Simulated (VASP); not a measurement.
# Rh (Fm-3m) in VASP: relaxation of cell and atoms with PBEsol

Aim: the relaxation of cell and atoms of Rh with PBEsol.

Program: VASP 6.6.1. These are calculated values, not measurements. Logs are shortened: lines on timing, memory, paths and dates and some standing lists are left out, and cuts for length are marked.

## (1) The cell of the first run

Symmetry: Fm-3m, No. 225, cubic system. Conventional cell: a = 3.806 Å, b = 3.806 Å, c = 3.806 Å, α = 90.00°, β = 90.00°, γ = 90.00°. Within 3.5 Å of Rh (site symmetry m-3m) lie 12 Rh at 2.69 Å.

## (2) Relaxation of cell and atoms, PBEsol

Contents of INCAR:

```
PREC = Accurate ; ENCUT = 600
EDIFF = 1E-7 ; ISMEAR = 0
SIGMA = 0.1 ; LREAL = False
LASPH = True ; NELM = 60
ALGO = Normal ; ISIF = 3
LWAVE = False ; LCHARG = False
GGA = PS ; IBRION = 2
NSW = 100 ; EDIFFG = -0.002
```

Contents of KPOINTS:

```
regular mesh
0
Gamma
  18 18 18
```

Contents of POSCAR:

```
Rh
1.0
    0.0000000000      1.9029860900      1.9029860900
    1.9029860900      0.0000000000      1.9029860900
    1.9029860900      1.9029860900      0.0000000000
Rh
1
Direct
    0.0000000000      0.0000000000      0.0000000000
```

Potentials or basis: VASP PAW PBE potentials, release 64 (Rh_pv).

Run with:

```sh
> cat potpaw_PBE.64/Rh_pv/POTCAR > POTCAR
> mpirun -np 1 vasp_std > vasp.out
```

OUTCAR:

```text
PREC = Accurate
   ENCUT = 600
   EDIFF = 1E-7
   ISMEAR = 0
   LREAL = False
   LASPH = True
   NELM = 60
   ISIF = 3
   GGA = PS
   IBRION = 2
   NSW = 100
   EDIFFG = -0.002

 ion  position               nearest neighbor table
   1  0.000  0.000  0.000-

  LATTYP: Found a face centered cubic cell.
 ALAT       =     3.8059721800

  Lattice vectors:

 A1 = (   0.0000000000,   1.9029860900,   1.9029860900)
 A2 = (   1.9029860900,   0.0000000000,   1.9029860900)
 A3 = (   1.9029860900,   1.9029860900,   0.0000000000)

Analysis of symmetry for initial positions (statically):
=====================================================================
 Subroutine PRICEL returns:
 Original cell was already a primitive cell.

 Routine SETGRP: Setting up the symmetry group for a
 face centered cubic supercell.

 Subroutine GETGRP returns: Found 48 space group operations
 (whereof 48 operations were pure point group operations)
 out of a pool of 48 trial point group operations.

The static configuration has the point symmetry O_h .

Analysis of symmetry for dynamics (positions and initial velocities):
=====================================================================
 Subroutine PRICEL returns:
 Original cell was already a primitive cell.

 Routine SETGRP: Setting up the symmetry group for a
 face centered cubic supercell.

 Subroutine GETGRP returns: Found 48 space group operations
 (whereof 48 operations were pure point group operations)
 out of a pool of 48 trial point group operations.

The dynamic configuration has the point symmetry O_h .

 Subroutine INISYM returns: Found 48 space group operations
 (whereof 48 operations are pure point group operations),
 and found     1 'primitive' translations

----------------------------------------------------------------------------------------

                                     Primitive cell

  volume of cell :      13.7828

  direct lattice vectors                    reciprocal lattice vectors
     0.000000000  1.902986090  1.902986090    -0.262744958  0.262744958  0.262744958
     1.902986090  0.000000000  1.902986090     0.262744958 -0.262744958  0.262744958
     1.902986090  1.902986090  0.000000000     0.262744958  0.262744958 -0.262744958

  length of vectors
     2.691228737  2.691228737  2.691228737     0.455087616  0.455087616  0.455087616

  position of ions in fractional coordinates (direct lattice)
     0.000000000  0.000000000  0.000000000

  ion indices of the primitive-cell ions
   primitive index   ion index
                 1           1

----------------------------------------------------------------------------------------

 KPOINTS: regular mesh

Automatic generation of k-mesh.
 Grid dimensions read from file:
 generate k-points for:   18   18   18

 Generating k-lattice:

  Cartesian coordinates                     Fractional coordinates (reciprocal lattice)
    -0.014596942  0.014596942  0.014596942     0.055555556  0.000000000  0.000000000
     0.014596942 -0.014596942  0.014596942     0.000000000  0.055555556  0.000000000
     0.014596942  0.014596942 -0.014596942     0.000000000  0.000000000  0.055555556

  Length of vectors
     0.025282645  0.025282645  0.025282645

  Shift w.r.t. Gamma in fractional coordinates (k-lattice)
     0.000000000  0.000000000  0.000000000

 Subroutine IBZKPT returns following result:
 ===========================================

 Found    195 irreducible k-points:

 Following reciprocal coordinates:
            Coordinates               Weight
  0.000000  0.000000  0.000000      1.000000
  0.055556  0.000000  0.000000      8.000000
  0.111111  0.000000  0.000000      8.000000
  0.166667  0.000000  0.000000      8.000000
  0.222222  0.000000  0.000000      8.000000
  0.277778  0.000000  0.000000      8.000000
[... 16 lines left out ...]
 -0.277778  0.055556  0.000000     24.000000
 -0.222222  0.055556  0.000000     24.000000
 [... further k-points ...]
   k-points           NKPTS =    195   k-points in BZ     NKDIM =    195   number of bands    NBANDS=     11
   number of dos      NEDOS =    301   number of ions     NIONS =      1
   total plane-waves  NPLWV =  13824
   dimension x,y,z NGX =    24 NGY =   24 NGZ =   24
   dimension x,y,z NGXF=    48 NGYF=   48 NGZF=   48
   ions per type =               1
   NGX,Y,Z   is equivalent  to a cutoff of  14.83, 14.83, 14.83 a.u.
   NGXF,Y,Z  is equivalent  to a cutoff of  29.65, 29.65, 29.65 a.u.
 SYSTEM =  unknown system
   PREC   = accura    normal or accurate (medium, high low for compatibility)
   ISTART =      0    job   : 0-new  1-cont  2-samecut
   ICHARG =      2    charge: 1-file 2-atom 10-const
   ISPIN  =      1    spin polarized calculation?
   LNONCOLLINEAR =      F non collinear calculations
   LSORBIT =      F    spin-orbit coupling
   LASPH  =      T    aspherical Exc in radial PAW
   ENCUT  =  600.0 eV  44.10 Ry    6.64 a.u.   5.38  5.38  5.38*2*pi/ulx,y,z
   NELM   =     60;   NELMIN=  2; NELMDL= -5     # of ELM steps
   EDIFF  = 0.1E-06   stopping-criterion for ELM
   LREAL  =      F    real-space projection
   EDIFFG = -.2E-02   stopping-criterion for IOM
   NSW    =    100    number of steps for IOM
   IBRION =      2    ionic relax: 0-MD 1-quasi-New 2-CG
   NFREE  =      1    steps in history (QN), initial steepest desc. (CG)
   ISIF   =      3    stress and relaxation
   ISYM   =      2    0-nonsym 1-usesym 2-fastsym
   POTIM  = 0.5000    time-step for ionic-motion
   TEBEG  =    0.0;   TEEND  =   0.0 temperature during run
   PSTRESS=    0.0 pullay stress
   NELECT =      15.0000    total number of electrons
   NUPDOWN=      -1.0000    fix difference up-down
   EMIN   =  10.00;   EMAX   =-10.00  energy-range for DOS
   EFERMI =   0.00;   METHOD = LEGACY
   ISMEAR =     0;   SIGMA  =   0.10  broadening in eV -4-tet -1-fermi 0-gaus
   EFERMI_NEDOS =   21; number of points for ismear=-14 and -15
   IALGO  =     38    algorithm
   IMIX   =      4    mixing-type and parameters
     AMIX     =   0.40;   BMIX     =  1.00
     AMIX_MAG =   1.60;   BMIX_MAG =  1.00
  volume/ion in A,a.u.               =      13.78        93.01
  Fermi-wavevector in a.u.,A,eV,Ry     =   1.683939  3.182183 38.581359  2.835650
  Thomas-Fermi vector in A             =   2.767050
   LORBIT       =      0    0 simple, 1 ext, 2 COOP (PROOUT), +10 PAW based schemes
   GGA     = PS    functional components
   LHFCALC =     F    Hartree Fock is set to
   AEXX    =    0.0000 exact exchange contribution
   IVDW    =     0    specifies the selected vdW correction
   LEPSILON=     F    determine dielectric tensor
   LRPA    =     F    only Hartree local field effects (RPA)
 conjugate gradient relaxation of ions
 non-spin polarized calculation
 Gauss-broadening in eV      SIGMA  =   0.10
  energy-cutoff  :      600.00
  volume of cell :       13.78
 maximum number of plane-waves:       474
 NGX is ok and might be reduce to    24
   NGX = 11   NGY = 11   NGZ = 11

--------------------------------------- Ionic step        1  -------------------------------------------

 number of electron      15.0000002 magnetization

 Free energy of the ion-electron system (eV)
  ---------------------------------------------------
  ext. energy  EPLUGINS =         0.00000000
  ---------------------------------------------------
  free energy    TOTEN  =        -8.13646211 eV

  energy without entropy =       -8.12963454  energy(sigma->0) =       -8.13304833

------------------------ aborting loop because EDIFF is reached ----------------------------------------

  FORCE on cell =-STRESS in cart. coord.  units (eV):
  Direction    XX          YY          ZZ          XY          YZ          ZX
  --------------------------------------------------------------------------------------
  -------------------------------------------------------------------------------------
  Total       -0.5132001     -0.5132001     -0.5132001      0.0000000      0.0000000     -0.0000000
  in kB      -59.6568738    -59.6568738    -59.6568738      0.0000000      0.0000000     -0.0000000
  external PRESSURE =     -59.6568738 kB  Pullay stress =       0.0000000 kB

 VOLUME and BASIS-vectors are now :
 -----------------------------------------------------------------------------
  energy-cutoff  :      600.00
  volume of cell :       13.78
      direct lattice vectors                 reciprocal lattice vectors
     0.000000000  1.902986090  1.902986090    -0.262744958  0.262744958  0.262744958
     1.902986090  0.000000000  1.902986090     0.262744958 -0.262744958  0.262744958
     1.902986090  1.902986090  0.000000000     0.262744958  0.262744958 -0.262744958
[... 71 lines left out ...]
 POSITION                                       TOTAL-FORCE (eV/Angst)
 -----------------------------------------------------------------------------------
      0.00000      0.00000      0.00000        -0.000000     -0.000000     -0.000000
 -----------------------------------------------------------------------------------
    total drift:                               -0.000000      0.000000     -0.000000

  FREE ENERGIE OF THE ION-ELECTRON SYSTEM (eV)
  ---------------------------------------------------
  free  energy   TOTEN  =        -8.1419496101 eV

  energy  without entropy=       -8.1353623163  energy(sigma->0) =       -8.13865596

--------------------------------------- Ionic step        4  -------------------------------------------

 number of electron      15.0000002 magnetization

 Free energy of the ion-electron system (eV)
  ---------------------------------------------------
  ext. energy  EPLUGINS =         0.00000000
  ---------------------------------------------------
  free energy    TOTEN  =        -8.14195193 eV

  energy without entropy =       -8.13536934  energy(sigma->0) =       -8.13866064

 E-fermi :  12.1084     XC(G=0): -14.3393

 val. band max:       12.1016472512   @ k =   0.5000   0.2222   0.1111
 cond. band min:      12.1112262422   @ k =   0.5000   0.3889   0.0556
 fundamental gap:      0.0095789910
 Fermi energy:        12.1083766371

 k-point     1 :       0.0000    0.0000    0.0000
  band No.  band energies     occupation
      1     -34.2709      2.00000
      2     -34.2709      2.00000
      3     -34.2709      2.00000
      4       3.9082      2.00000
      5       8.9116      2.00000
      6       8.9116      2.00000
      7       8.9116      2.00000
      8      11.0864      2.00000
      9      11.0864      2.00000
     10      28.0207      0.00000
     11      32.4057      0.00000

 k-point     2 :       0.0556    0.0000    0.0000
  band No.  band energies     occupation
      1     -34.2955      2.00000
      2     -34.2742      2.00000
      3     -34.2742      2.00000
      4       4.0354      2.00000
      5       8.8536      2.00000
      6       8.9620      2.00000
      7       8.9620      2.00000
      8      11.0574      2.00000
      9      11.0574      2.00000
     10      28.2097      0.00000
     11      32.4027      0.00000
[... 295 lines left out ...]
 k-point    24 :      -0.2222    0.0556    0.0000
  band No.  band energies     occupation
      1     -34.6507      2.00000
      2     -34.3482      2.00000
      3     -34.3140      2.00000
      4       5.7701      2.00000
      5       8.5512      2.00000
      6       9.3169      2.00000
      7       9.3718      2.00000
      8      10.8786      2.00000
      9      11.5846      2.00000
     10      27.6375      0.00000
     11      29.8258      0.00000

 [... further k-points ...]

------------------------ aborting loop because EDIFF is reached ----------------------------------------

  FORCE on cell =-STRESS in cart. coord.  units (eV):
  Direction    XX          YY          ZZ          XY          YZ          ZX
  --------------------------------------------------------------------------------------
  -------------------------------------------------------------------------------------
  Total        0.0001002      0.0001002      0.0001002     -0.0000000      0.0000000      0.0000000
  in kB        0.0118970      0.0118970      0.0118970     -0.0000000      0.0000000      0.0000000
  external PRESSURE =       0.0118970 kB  Pullay stress =       0.0000000 kB

 VOLUME and BASIS-vectors are now :
 -----------------------------------------------------------------------------
  energy-cutoff  :      600.00
  volume of cell :       13.49
      direct lattice vectors                 reciprocal lattice vectors
    -0.000000000  1.889609439  1.889609439    -0.264604944  0.264604944  0.264604944
     1.889609439  0.000000000  1.889609439     0.264604944 -0.264604944  0.264604944
     1.889609439  1.889609439 -0.000000000     0.264604944  0.264604944 -0.264604944

 POSITION                                       TOTAL-FORCE (eV/Angst)
 -----------------------------------------------------------------------------------
     -0.00000      1.88961      1.88961         0.000000     -0.000000      0.000000
 -----------------------------------------------------------------------------------
    total drift:                               -0.000000     -0.000000      0.000000

  FREE ENERGIE OF THE ION-ELECTRON SYSTEM (eV)
  ---------------------------------------------------
  free  energy   TOTEN  =        -8.1419519271 eV

  energy  without entropy=       -8.1353693431  energy(sigma->0) =       -8.13866064

 reached required accuracy - stopping structural energy minimisation
```

Run time: 30 s. Hardware: 1 thread of Intel Xeon 6975P-C (Granite Rapids), shared host; peak memory 0.17 GiB.

What came out:

- Free energy: -8.1420 eV
- Relaxed volume: 13.49 Å³/atom
- Relaxed cell: a = 2.672 Å, b = 2.672 Å, c = 2.672 Å, α = 60.00°, β = 60.00°, γ = 60.00°
- Space group after relaxing (to 0.1 Å): Fm-3m (No. 225)
- Energy gained by relaxing: 5.5 meV/atom
- Ionic steps: 4
- Pressure after relaxing: 0.0 GPa
- Band gap on the k mesh: zero (an odd number of electrons rules out a gap without spin polarisation)

The path:
| step | energy change (eV) | largest force (eV/Å) | pressure (GPa) | volume (Å³) |
| --- | --- | --- | --- | --- |
| 1 | 0.0000 | 0.0000 | -5.97 | 13.78 |
| 2 | 0.0332 | 0.0000 | 18.45 | 12.78 |
| 3 | -0.0055 | 0.0000 | -0.12 | 13.50 |
| 4 | -0.0055 | 0.0000 | 0.00 | 13.49 |

Final structure:
```
CELL_PARAMETERS angstrom
0.00000 1.88961 1.88961
1.88961 0.00000 1.88961
1.88961 1.88961 0.00000
ATOMIC_POSITIONS crystal
Rh 0.00000 0.00000 0.00000
```

Caveat: the PAW data sets were made with another functional, which shifts forces and pressure a little.
